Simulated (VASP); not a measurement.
# BN (F-43m) in VASP: a series of runs

BN is run at these levels: PBEsol, PBE, r2SCAN; tasks: vibrations by perturbation theory, dielectric tensor, G0W0 quasiparticle levels.

Program: VASP 6.6.1. These are calculated values, not measurements. Logs are shortened: lines on timing, memory, paths and dates and some standing lists are left out, and cuts for length are marked.

### 1 The cell of the first run

The structure is cubic, space group F-43m (No. 216). The conventional cell has a = 3.606 Å, b = 3.606 Å, c = 3.606 Å, α = 90.00°, β = 90.00°, γ = 90.00°. B (site symmetry -43m) has 4 N at 1.56 Å within 2.1 Å. Within 2.1 Å of N (site symmetry -43m) lie 4 B at 1.56 Å.

### 2 Vibrations by perturbation theory, PBEsol

INCAR reads:

```
PREC     = Accurate       # precision mode
ENCUT    = 520            # plane-wave cutoff, eV
EDIFF    = 1E-8           # SCF threshold, eV
ISMEAR   = 0              # smearing method
SIGMA    = 0.01           # smearing width, eV
LREAL    = F              # projectors in reciprocal space
LASPH    = T              # aspherical terms in the spheres
NELM     = 100            # most SCF steps
ALGO     = Normal         # electronic algorithm
ISIF     = 2              # what is computed and relaxed
LWAVE    = F              # write WAVECAR
LCHARG   = F              # write CHGCAR
GGA      = PS             # functional
NBANDS   = 11             # bands
IBRION   = 8              # ionic algorithm
NSW      = 1              # ionic steps
LEPSILON = T              # dielectric tensor by DFPT
```

KPOINTS reads:

```
regular mesh
0
Gamma
  10 10 10
```

POSCAR reads:

```
BN
1.0
    0.0000000000      1.8028461262      1.8028461262
    1.8028461262      0.0000000000      1.8028461262
    1.8028461262      1.8028461262      0.0000000000
B N
1 1
Direct
    0.0000000000      0.0000000000      0.0000000000
    0.2500000000      0.2500000000      0.2500000000
```

Potentials or basis: VASP PAW PBE potentials, release 64 (B, N).

Command:

```console
$ cat potpaw_PBE.64/B/POTCAR potpaw_PBE.64/N/POTCAR > POTCAR
$ mpirun -np 1 vasp_std > vasp.out
```

OUTCAR:

```text
PREC = Accurate
   ENCUT = 520
   EDIFF = 1E-8
   ISMEAR = 0
   LREAL = F
   LASPH = T
   NELM = 100
   ISIF = 2
   GGA = PS
   IBRION = 8
   NSW = 1
   LEPSILON = T

 ion  position               nearest neighbor table
   1  0.000  0.000  0.000-   2 1.56   2 1.56   2 1.56   2 1.56
   2  0.250  0.250  0.250-   1 1.56   1 1.56   1 1.56   1 1.56

  LATTYP: Found a face centered cubic cell.
 ALAT       =     3.6056922524

  Lattice vectors:

 A1 = (   0.0000000000,   1.8028461262,   1.8028461262)
 A2 = (   1.8028461262,   0.0000000000,   1.8028461262)
 A3 = (   1.8028461262,   1.8028461262,   0.0000000000)

Analysis of symmetry for initial positions (statically):
=====================================================================
 Subroutine PRICEL returns:
 Original cell was already a primitive cell.

 Routine SETGRP: Setting up the symmetry group for a
 face centered cubic supercell.

 Subroutine GETGRP returns: Found 24 space group operations
 (whereof 24 operations were pure point group operations)
 out of a pool of 48 trial point group operations.

The static configuration has the point symmetry T_d .

Analysis of symmetry for dynamics (positions and initial velocities):
=====================================================================
 Subroutine PRICEL returns:
 Original cell was already a primitive cell.

 Routine SETGRP: Setting up the symmetry group for a
 face centered cubic supercell.

 Subroutine GETGRP returns: Found 24 space group operations
 (whereof 24 operations were pure point group operations)
 out of a pool of 48 trial point group operations.

The dynamic configuration has the point symmetry T_d .

 Subroutine INISYM returns: Found 24 space group operations
 (whereof 24 operations are pure point group operations),
 and found     1 'primitive' translations

----------------------------------------------------------------------------------------

                                     Primitive cell

  volume of cell :      11.7194

  direct lattice vectors                    reciprocal lattice vectors
     0.000000000  1.802846126  1.802846126    -0.277339254  0.277339254  0.277339254
     1.802846126  0.000000000  1.802846126     0.277339254 -0.277339254  0.277339254
     1.802846126  1.802846126  0.000000000     0.277339254  0.277339254 -0.277339254

  length of vectors
     2.549609443  2.549609443  2.549609443     0.480365679  0.480365679  0.480365679

  position of ions in fractional coordinates (direct lattice)
     0.000000000  0.000000000  0.000000000
     0.250000000  0.250000000  0.250000000

  ion indices of the primitive-cell ions
   primitive index   ion index
                 1           1
                 2           2

----------------------------------------------------------------------------------------

 KPOINTS: regular mesh

Automatic generation of k-mesh.
 Grid dimensions read from file:
 generate k-points for:   10   10   10

 Generating k-lattice:

  Cartesian coordinates                     Fractional coordinates (reciprocal lattice)
    -0.027733925  0.027733925  0.027733925     0.100000000  0.000000000  0.000000000
[... 485 lines left out ...]
  ---------------------------------------------------
  free energy    TOTEN  =        -0.12598867 eV

  energy without entropy =       -0.12598867

------------------------ aborting loop because EDIFF is reached ----------------------------------------

--------------------------------------- Ionic step        2  -------------------------------------------

------------------------ aborting loop because EDIFF is reached ----------------------------------------

--------------------------------------- Ionic step        3  -------------------------------------------

------------------------ aborting loop because EDIFF is reached ----------------------------------------

 PIEZOELECTRIC TENSOR FIELD DIRECTION 3  (e Angst)
 -----------------------------------------------------------------------------
    -0.00030 -0.75272  0.00000           ( -0.00000 -0.00376  0.00000)
    -0.75272 -0.00030  0.00000           ( -0.00376 -0.00000  0.00000)
     0.00000  0.00000  0.00023           (  0.00000  0.00000 -0.00000)

 PIEZOELECTRIC TENSOR FIELD DIRECTION 3  (C/m^2)
 -----------------------------------------------------------------------------
    -0.00041 -1.02906  0.00000
    -1.02906 -0.00041  0.00000
     0.00000  0.00000  0.00031

--------------------------------------- Ionic step        4  -------------------------------------------

------------------------ aborting loop because EDIFF is reached ----------------------------------------

[... ionic steps 5 to 6 ...]

--------------------------------------- Ionic step        7  -------------------------------------------

 Free energy of the ion-electron system (eV)
  ---------------------------------------------------
  ---------------------------------------------------
  free energy    TOTEN  =        -0.22960759 eV

  energy without entropy =       -0.22960759

------------------------ aborting loop because EDIFF is reached ----------------------------------------

 INTERNAL STRAIN TENSOR  FOR ION    2  DIRECTION 1   (eV/Angst):
 -----------------------------------------------------------------------------
    -0.02051  0.00000  0.00000
     0.00000  0.01154 -2.59266
     0.00000 -2.59266  0.01154

 MACROSCOPIC STATIC DIELECTRIC TENSOR (including local field effects in DFT)
 ------------------------------------------------------
           4.632549     0.000000    -0.000000
          -0.000000     4.632549    -0.000000
           0.000000    -0.000000     4.632549
 ------------------------------------------------------

 PIEZOELECTRIC TENSOR (including local field effects)  for field in x, y, z        (e  Angst)
          XX          YY          ZZ          XY          YZ          ZX
  --------------------------------------------------------------------------------
  x     0.00000     0.00000     0.00000    -0.00000    -0.75323    -0.00000
  y    -0.00000     0.00000    -0.00000     0.00000    -0.00000    -0.75323
  z    -0.00000    -0.00000     0.00000    -0.75323     0.00000    -0.00000

 PIEZOELECTRIC TENSOR (including local field effects)  for field in x, y, z        (C/m^2)
          XX          YY          ZZ          XY          YZ          ZX
  --------------------------------------------------------------------------------
  x     0.00000     0.00000     0.00000    -0.00000    -1.02975    -0.00000
  y    -0.00000     0.00000    -0.00000     0.00000    -0.00000    -1.02975
  z    -0.00000    -0.00000     0.00000    -1.02975     0.00000    -0.00000

 BORN EFFECTIVE CHARGES (including local field effects) (in |e|, cummulative output)
 ---------------------------------------------------------------------------------
 ion    1
    1     1.89904     0.00000     0.00000
    2    -0.00000     1.89904    -0.00000
    3    -0.00000    -0.00000     1.89904
 ion    2
    1    -1.89904     0.00000     0.00000
    2     0.00000    -1.89904     0.00000
    3     0.00000     0.00000    -1.89904

 INTERNAL STRAIN TENSOR FOR ION    2 for displacements in x,y,z  (eV/Angst):
          X           Y           Z          XY          YZ          ZX
  --------------------------------------------------------------------------------
  x    -0.00000     0.00000     0.00000     0.00000    -2.59266     0.00000
  y    -0.00000     0.00000    -0.00000     0.00000     0.00000    -2.59266
  z     0.00000     0.00000    -0.00000    -2.59266     0.00000     0.00000

 SECOND DERIVATIVES (NOT SYMMETRIZED)
 ------------------------------------
               1X          1Y          1Z          2X          2Y          2Z
  1X   -24.723105    0.000000    0.000000   24.723105    0.000000    0.000000
  1Y     0.000000  -24.723105    0.000000    0.000000   24.723105    0.000000
  1Z     0.000000    0.000000  -24.723105    0.000000    0.000000   24.723105
  2X    24.723842    0.000000    0.000000  -24.723842    0.000000    0.000000
  2Y     0.000000   24.723842    0.000000    0.000000  -24.723842    0.000000
  2Z     0.000000    0.000000   24.723842    0.000000    0.000000  -24.723842

 Eigenvectors and eigenvalues of the dynamical matrix
 ----------------------------------------------------

   1 f  =   31.471937 THz   197.744015 2PiTHz 1049.790833 cm-1   130.157416 meV
             X         Y         Z           dx          dy          dz
      0.000000  0.000000  0.000000     0.000000    0.751183    0.000000
      0.901423  0.901423  0.901423     0.000000   -0.660094    0.000000
[... 21 lines left out ...]
   6 f/i=    0.000232 THz     0.001460 2PiTHz    0.007752 cm-1     0.000961 meV
             X         Y         Z           dx          dy          dz
      0.000000  0.000000  0.000000     0.000000    0.000000   -0.660094
      0.901423  0.901423  0.901423     0.000000    0.000000   -0.751183

--------------------------------------------------------------------------------------------------------

 MACROSCOPIC STATIC DIELECTRIC TENSOR IONIC CONTRIBUTION
 ------------------------------------------------------
           2.252258    -0.000000    -0.000000
          -0.000000     2.252258     0.000000
          -0.000000     0.000000     2.252258
 ------------------------------------------------------

 ELASTIC MODULI CONTR FROM IONIC RELAXATION (kBar)
 Direction    XX          YY          ZZ          XY          YZ          ZX
 --------------------------------------------------------------------------------
 XX          -0.0000      0.0000      0.0000      0.0000     -0.0000     -0.0000
 YY           0.0000     -0.0000      0.0000      0.0000      0.0000      0.0000
 ZZ           0.0000      0.0000     -0.0000     -0.0000      0.0000     -0.0000
 XY           0.0000      0.0000     -0.0000    -34.6110      0.0000      0.0000
 YZ          -0.0000      0.0000      0.0000      0.0000    -34.6110      0.0000
 ZX          -0.0000      0.0000     -0.0000      0.0000      0.0000    -34.6110
 --------------------------------------------------------------------------------

 PIEZOELECTRIC TENSOR IONIC CONTR  for field in x, y, z        (C/m^2)
          XX          YY          ZZ          XY          YZ          ZX
  --------------------------------------------------------------------------------
  x     0.00000    -0.00000    -0.00000    -0.00000     0.26272    -0.00000
  y     0.00000    -0.00000     0.00000    -0.00000    -0.00000     0.26272
  z    -0.00000    -0.00000     0.00000     0.26272    -0.00000     0.00000
```

Run time: 3 min. Hardware: 1 thread of Intel Xeon 8259CL, shared host; peak memory 0.17 GiB.

What came out:

* Electronic dielectric tensor (diagonal): 4.63
* Born charges (mean of the diagonal): B +1.90; N -1.90 e
* Highest phonon frequency at Γ, LO-TO splitting left out: 1050 cm⁻¹

Phonon frequencies in cm⁻¹ (negative: imaginary):
| q point | frequencies |
| --- | --- |
| (0.000, 0.000, 0.000) | 0 0 0 1050 1050 1050 |

Electronic dielectric tensor:
```
4.63 0.00 0.00
0.00 4.63 0.00
0.00 0.00 4.63
```

Born effective charge tensors (e):
atom 1, B
```
1.90 0.00 0.00
0.00 1.90 0.00
0.00 0.00 1.90
```
atom 2, N
```
-1.90  0.00  0.00
 0.00 -1.90  0.00
 0.00  0.00 -1.90
```

Caveat: the PAW data sets were made with another functional, which shifts forces and pressure a little.

### 3 Dielectric tensor, PBE

This run uses another cell than the first one, of 5.88 Å³/atom, 1.003 times its volume.

INCAR reads:

```
SYSTEM = BN
PREC = Accurate
ENCUT = 520
EDIFF = 1E-8
ISMEAR = 0
SIGMA = 0.01
LREAL = .False.
LASPH = .True.
NELM = 80
ALGO = Normal
ISIF = 2
LWAVE = .False.
LCHARG = .False.
GGA = PE
LEPSILON = .True.
```

KPOINTS reads:

```
regular mesh
0
Gamma
  10 10 10
  0 0 0
```

POSCAR reads:

```
BN
1.0
    0.0000000000      1.8048254535      1.8048254535
    1.8048254535      0.0000000000      1.8048254535
    1.8048254535      1.8048254535      0.0000000000
B N
1 1
Direct
    0.0000000000      0.0000000000      0.0000000000
    0.2500000000      0.2500000000      0.2500000000
```

Potentials or basis: VASP PAW PBE potentials, release 64 (B, N).

Command:

```console
$ cat potpaw_PBE.64/B/POTCAR potpaw_PBE.64/N/POTCAR > POTCAR
$ mpirun -np 1 vasp_std > vasp.out
```

OUTCAR:

```text
SYSTEM = BN
   PREC = Accurate
   ENCUT = 520
   EDIFF = 1E-8
   ISMEAR = 0
   LREAL = .False.
   LASPH = .True.
   NELM = 80
   ISIF = 2
   GGA = PE
   LEPSILON = .True.

 ion  position               nearest neighbor table
   1  0.000  0.000  0.000-   2 1.56   2 1.56   2 1.56   2 1.56
   2  0.250  0.250  0.250-   1 1.56   1 1.56   1 1.56   1 1.56

  LATTYP: Found a face centered cubic cell.
 ALAT       =     3.6096509070

  Lattice vectors:

 A1 = (   0.0000000000,   1.8048254535,   1.8048254535)
 A2 = (   1.8048254535,   0.0000000000,   1.8048254535)
 A3 = (   1.8048254535,   1.8048254535,   0.0000000000)

Analysis of symmetry for initial positions (statically):
=====================================================================
 Subroutine PRICEL returns:
 Original cell was already a primitive cell.

 Routine SETGRP: Setting up the symmetry group for a
 face centered cubic supercell.

[... 484 lines left out ...]

 Free energy of the ion-electron system (eV)
  ---------------------------------------------------
  ---------------------------------------------------
  free energy    TOTEN  =        -0.12659447 eV

  energy without entropy =       -0.12659447

------------------------ aborting loop because EDIFF is reached ----------------------------------------

 PIEZOELECTRIC TENSOR FIELD DIRECTION 3  (e Angst)
 -----------------------------------------------------------------------------
    -0.00029 -0.76169  0.00000           ( -0.00000 -0.00417  0.00000)
    -0.76169 -0.00029  0.00000           ( -0.00417 -0.00000  0.00000)
     0.00000  0.00000  0.00022           (  0.00000  0.00000 -0.00000)

 PIEZOELECTRIC TENSOR FIELD DIRECTION 3  (C/m^2)
 -----------------------------------------------------------------------------
    -0.00040 -1.03789  0.00000
    -1.03789 -0.00040  0.00000
     0.00000  0.00000  0.00029

 MACROSCOPIC STATIC DIELECTRIC TENSOR (including local field effects in DFT)
 ------------------------------------------------------
           4.603216     0.000000     0.000000
           0.000000     4.603216     0.000000
          -0.000000    -0.000000     4.603216
 ------------------------------------------------------

 PIEZOELECTRIC TENSOR (including local field effects)  for field in x, y, z        (e  Angst)
          XX          YY          ZZ          XY          YZ          ZX
  --------------------------------------------------------------------------------
  x     0.00000    -0.00000    -0.00000     0.00000    -0.76212     0.00000
  y     0.00000     0.00000    -0.00000     0.00000     0.00000    -0.76212
  z    -0.00000    -0.00000     0.00000    -0.76212     0.00000     0.00000

 PIEZOELECTRIC TENSOR (including local field effects)  for field in x, y, z        (C/m^2)
          XX          YY          ZZ          XY          YZ          ZX
  --------------------------------------------------------------------------------
  x     0.00000    -0.00000    -0.00000     0.00000    -1.03849     0.00000
  y     0.00000     0.00000    -0.00000     0.00000     0.00000    -1.03849
  z    -0.00000    -0.00000     0.00000    -1.03849     0.00000     0.00000

 BORN EFFECTIVE CHARGES (including local field effects) (in |e|, cummulative output)
 ---------------------------------------------------------------------------------
 ion    1
    1     1.90534     0.00000     0.00000
    2     0.00000     1.90534     0.00000
    3     0.00000     0.00000     1.90534
 ion    2
    1    -1.90534     0.00000     0.00000
    2    -0.00000    -1.90534    -0.00000
    3     0.00000     0.00000    -1.90534
```

OSZICAR:

```text
N       E                     dE             d eps       ncg     rms          rms(c)
DAV:   1     0.879389790179E+01    0.87939E+01   -0.54471E+03   768   0.100E+03
DAV:   2    -0.182477448429E+02   -0.27042E+02   -0.26075E+02  1048   0.173E+02
DAV:   3    -0.184202383371E+02   -0.17249E+00   -0.17249E+00   824   0.178E+01
[... 15 lines left out ...]
RMM:   4    -0.125638272763E+00   -0.63116E-02   -0.15384E-03  4355   0.371E-01    0.454E-02
RMM:   5    -0.126537490028E+00   -0.89922E-03   -0.27603E-05  4394   0.544E-02    0.417E-03
RMM:   6    -0.126569297353E+00   -0.31807E-04   -0.22010E-07  4648   0.524E-03    0.228E-03
RMM:   7    -0.126593748652E+00   -0.24451E-04   -0.12568E-07  4493   0.427E-03    0.192E-04
RMM:   8    -0.126594458491E+00   -0.70984E-06   -0.53950E-10  4103   0.212E-04    0.473E-05
RMM:   9    -0.126594467825E+00   -0.93341E-08   -0.38868E-11  3835   0.127E-04    0.453E-06
```

stdout:

```text
POSCAR found type information on POSCAR B N
 POSCAR found :  2 types and       2 ions
 scaLAPACK will be used
 LDA part: xc-table for (Slater+PW92), standard interpolation
 POSCAR, INCAR and KPOINTS ok, starting setup
 FFT: planning ... GRIDC
 FFT: planning ... GRID_SOFT
 FFT: planning ... GRID
 WAVECAR not read
 entering main loop
 Linear response reoptimize wavefunctions to high precision
 Linear response G [H, r] |phi>, progress :
  Direction:   1
 Linear response G [H, r] |phi>, progress :
  Direction:   2
 Linear response G [H, r] |phi>, progress :
  Direction:   3
 Linear response to external field (no local field effect), progress :
  Direction:   1
 dielectric tensor                  component  1 :     5.374     1.851     0.489
 Linear response to external field (no local field effect), progress :
  Direction:   2
 dielectric tensor                  component  2 :     1.851     5.368    -0.621
 Linear response to external field (no local field effect), progress :
  Direction:   3
 dielectric tensor                  component  3 :     0.488    -0.621     3.346
 Linear response to external field, progress :
  Direction:   1
 dielectric tensor                  component  1 :     4.603     0.685     0.444
 Linear response to external field, progress :
  Direction:   2
 dielectric tensor                  component  2 :     0.567     4.603     0.402
 Linear response to external field, progress :
  Direction:   3
 dielectric tensor                  component  3 :     0.459     0.670     4.603
 Born effective charges drift removed
```

Wall time 37 s (1 thread of AMD EPYC 9R45 (Zen 5), shared host); peak memory 0.12 GiB.

Results:

- Band gap on the k mesh: 4.46 eV, indirect (least direct gap 8.84 eV)
- Electronic dielectric tensor (diagonal): 4.60
- Born charges (mean of the diagonal): B +1.91; N -1.91 e

Levels at points of the mesh, in eV from the valence-band top:
| k point | band 2 | band 3 | band 4 | band 5 | band 6 | band 7 |
| --- | --- | --- | --- | --- | --- | --- |
| (0.00, 0.00, 0.00) | 0.00 | 0.00 | 0.00 | 8.84 | 8.84 | 8.84 |
| (0.50, 0.00, 0.00) | -10.73 | -1.95 | -1.95 | 10.20 | 10.73 | 10.73 |
| (0.50, 0.50, 0.00) | -8.94 | -4.93 | -4.93 | 4.46 | 9.26 | 17.99 |

Electronic dielectric tensor:
```
4.60 0.00 0.00
0.00 4.60 0.00
0.00 0.00 4.60
```

Born effective charge tensors (e):
atom 1, B
```
1.91 0.00 0.00
0.00 1.91 0.00
0.00 0.00 1.91
```
atom 2, N
```
-1.91  0.00  0.00
 0.00 -1.91  0.00
 0.00  0.00 -1.91
```

A k mesh can miss the band edges. A hybrid or GW would open this gap; PBE tends to underestimate it.

(Continued in part 2 of 2.)
